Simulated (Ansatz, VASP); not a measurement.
## HfGa2As2: VASP beside Ansatz

```
Hf Ga As
1.0
     4.71392    0.00000    0.00000
    -2.35696    4.08238    0.00000
     0.00000    0.00000    5.62973
Hf Ga As
1 2 2
Direct
  0.66667 0.33333 0.00000
  0.66667 0.33333 0.50000
  0.00000 0.00000 0.00000
  0.33333 0.66667 0.75090
  0.33333 0.66667 0.24910
```

Change from the starting cell: species swapped into the Sr2ZnSb2 type (P-6m2, No. 187).

Alike in both runs: functional PBE; k mesh 6 × 6 × 4; occupations gaussian, width 0.1 eV; no spin polarisation.

Ansatz relaxed the structure, and its values are those at the end. VASP's run is a single point on that final structure, the one shown.

|  | VASP | Ansatz |
| --- | --- | --- |
| version | VASP 6.6.1 | Ansatz 0.2.0 |
| potentials or method | VASP PAW PBE potentials, release 64 (Hf_pv, Ga_d, As), cutoff 520 eV | scalar-relativistic, plane waves, PAW |
| valence electrons in the cell | 46 | 82 |

|  | VASP | Ansatz | Ansatz less VASP |
| --- | --- | --- | --- |
| gap on the k mesh at the Fermi level (eV) | none | none | - |
| pressure (GPa) | -0.1 | 0.0 | +0.05 |

A gap of «none» marks a metal or a gap that the smearing closes. VASP's potentials hold 46 valence electrons a cell and Ansatz's 82, so a difference there can come from the potentials and not from the codes.

Neither program's run includes spin-orbit coupling.
